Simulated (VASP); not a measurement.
Here is a VASP 6.6.1 calculation.

File INCAR:

```
SYSTEM = CuSi16
ALGO = Normal
EDIFF = 1E-7
ENCUT = 520
GGA = PE
ISIF = 2
ISMEAR = -1
IVDW = 12
LASPH = .True.
LCHARG = .False.
LREAL = Auto
LWAVE = .False.
NBANDS = 52
NELECT = 74.0
NELM = 80
PREC = Accurate
SIGMA = 0.02
```

Contents of KPOINTS:

```
k-points
0
Gamma
  2 2 2
  0 0 0
```

The input POSCAR:

```
CuSi16
1.0
    0.0000000000      5.4300000000      5.4300000000
    5.4300000000      0.0000000000      5.4300000000
    5.4300000000      5.4300000000      0.0000000000
Si Cu
16 1
Direct
    0.0023291589     -0.0014727787      0.0062822730
    0.1132006056      0.1131607741      0.1613466338
   -0.0172086049     -0.0072596839      0.5327930944
    0.1314453788      0.1273186628      0.6176945976
    0.0009313921      0.4936926335      0.0084191114
    0.1371757321      0.6264864406      0.1114340172
    0.0056855773      0.5040162702      0.4860417193
    0.1299170007      0.6254357261      0.6178115193
    0.4913839795      0.0011727492      0.0063979811
    0.6301027604      0.1298519399      0.1117254699
    0.5066251827     -0.0007946824      0.4861033305
    0.6136666128      0.1320978252      0.6214150573
    0.5090219390      0.5018208875     -0.0134498134
    0.6289516975      0.6287146203      0.1119208975
    0.5057887685      0.5072918609      0.4863215830
    0.6326064661      0.6265994111      0.6132412251
    0.2207524528      0.2471469435      0.7907808031
```

Potentials or basis: VASP PAW PBE potentials, release 64 (Si, Cu).

The run is started by

```bash
$ cat potpaw_PBE.64/Si/POTCAR potpaw_PBE.64/Cu/POTCAR > POTCAR
$ mpirun -np 1 vasp_std > vasp.out
```

Question: Predict the largest force.

Answer: 0.063 eV/Å.

Question: Predict the dispersion energy per atom.

Answer: -0.333 eV.

Forces on the atoms (eV/Å):
```
Si   0.004  0.005  0.005
Si   0.007  0.022 -0.023
Si   0.021 -0.026  0.024
Si   0.007  0.023 -0.010
Si  -0.018 -0.034  0.050
Si  -0.019  0.008 -0.017
Si   0.026  0.006  0.033
Si  -0.015  0.036 -0.028
Si   0.022  0.001 -0.005
Si  -0.005 -0.006 -0.004
Si   0.025 -0.010  0.007
Si  -0.009 -0.008 -0.013
Si   0.022  0.002  0.002
Si  -0.021  0.003 -0.016
Si   0.042 -0.026 -0.007
Si  -0.030 -0.002 -0.004
Cu  -0.059  0.005  0.005
```

Caveat: the k points lie up to 0.50 Å⁻¹ apart; the cell carries a net charge on a neutralising background, which shifts energy and pressure.
